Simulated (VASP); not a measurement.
Wanted: the native input for a VASP 6.6.1 run.

```
Task                   : single point
Functional             : r2SCAN
Potentials or basis    : VASP PAW PBE potentials, release 64 (Li_sv, F)
Cutoff                 : 520 eV
k mesh                 : 10 × 10 × 10
Occupations            : gaussian, width 0.01 eV
Spin                   : no spin polarisation
Dipole correction      : no
Further INCAR settings : ALGO = Normal; EDIFF = 1e-06; NBANDS = 12
```

LiF:

```
Li F
1.0
     0.00000    1.87578    2.09154
     1.87578    0.00000    2.09154
     1.87578    1.87578    0.00000
Li F
1 1
Direct
  0.00000 0.00000 0.00000
  0.50000 0.50000 0.50000
```

This cell differs from its parent crystal: epitaxial xy strain -6.0%.

One way to write it, as run:

POSCAR

```
LiF
1.0
    0.0000000000      1.8757778977      2.0915369418
    1.8757778977      0.0000000000      2.0915369418
    1.8757778977      1.8757778977      0.0000000000
Li F
1 1
Direct
    0.0000000000      0.0000000000      0.0000000000
    0.5000000000      0.5000000000      0.5000000000
```

INCAR.step1

```
ALGO = Normal
EDIFF = 1E-4
ENCUT = 520
GGA = PE
ISMEAR = 0
LASPH = True
LCHARG = False
LREAL = False
LWAVE = True
NBANDS = 12
NELM = 60
PREC = Accurate
SIGMA = 0.01
```

INCAR.step2

```
ALGO = Normal
EDIFF = 1E-6
ENCUT = 520
ISIF = 2
ISMEAR = 0
ISTART = 1
LASPH = True
LCHARG = True
LELF = True
LMIXTAU = True
LREAL = False
LVHAR = True
LWAVE = False
METAGGA = R2SCAN
NBANDS = 12
NELM = 60
PREC = Accurate
SIGMA = 0.01
```

KPOINTS

```
k-points
0
Gamma
  10 10 10
```

Potentials or basis: VASP PAW PBE potentials, release 64 (Li_sv, F).

Run with:

```console
$ cat potpaw_PBE.64/Li_sv/POTCAR potpaw_PBE.64/F/POTCAR > POTCAR
$ cp INCAR.step1 INCAR
$ mpirun -np 1 vasp_std > vasp.out
$ cp INCAR.step2 INCAR
$ mpirun -np 1 vasp_std > vasp.out
```

Results of the run:

The band gap on the k mesh is 11.11 eV, direct.

Caveat: the cell differs from its parent crystal (epitaxial xy strain -6.0%).

Wall time 47 s on 1 thread of Intel(R) Xeon(R) Platinum 8375C CPU @ 2.90GHz (Ice Lake), with other jobs on the host, peak memory 0.14 GiB.
